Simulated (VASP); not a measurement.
BN, 2 atoms in the cell. Symmetry: I-4m2, No. 119, tetragonal system. The conventional cell has a = 2.656 Å, b = 2.656 Å, c = 3.132 Å, α = 90.00°, β = 90.00°, γ = 90.00°. B (site symmetry -4m2) has 4 N at 1.54 Å within 2.1 Å. N (site symmetry -4m2) has 4 B at 1.54 Å within 2.1 Å.  This cell differs from its parent crystal: volume 5.525 Å^3 an atom, c/a of the conventional cell 0.8336.

* Program: VASP 6.6.1
* Task: single point
* Functional: PBE
* Potentials or basis: VASP PAW PBE potentials, release 64 (B, N)
* Cutoff: 520 eV
* k mesh: 12 × 12 × 12
* Occupations: gaussian, width 0.05 eV
* Spin: no spin polarisation
* Dipole correction: no
* Further INCAR settings: ALGO = Normal; EDIFF = 1e-06; NBANDS = 11

Potentials or basis: VASP PAW PBE potentials, release 64 (B, N).

The run is started by

```console
$ cat potpaw_PBE.64/B/POTCAR potpaw_PBE.64/N/POTCAR > POTCAR
$ mpirun -np 1 vasp_std > vasp.out
```

Hardware: 1 thread of Intel Xeon 8259CL (shared host).

**Question.** How long does it take, and how much memory?

**Answer.** Run time: 27 s on 1 thread of Intel Xeon 8259CL (shared host), peak memory 0.13 GiB. Counts: scf iterations 12, k points 163.
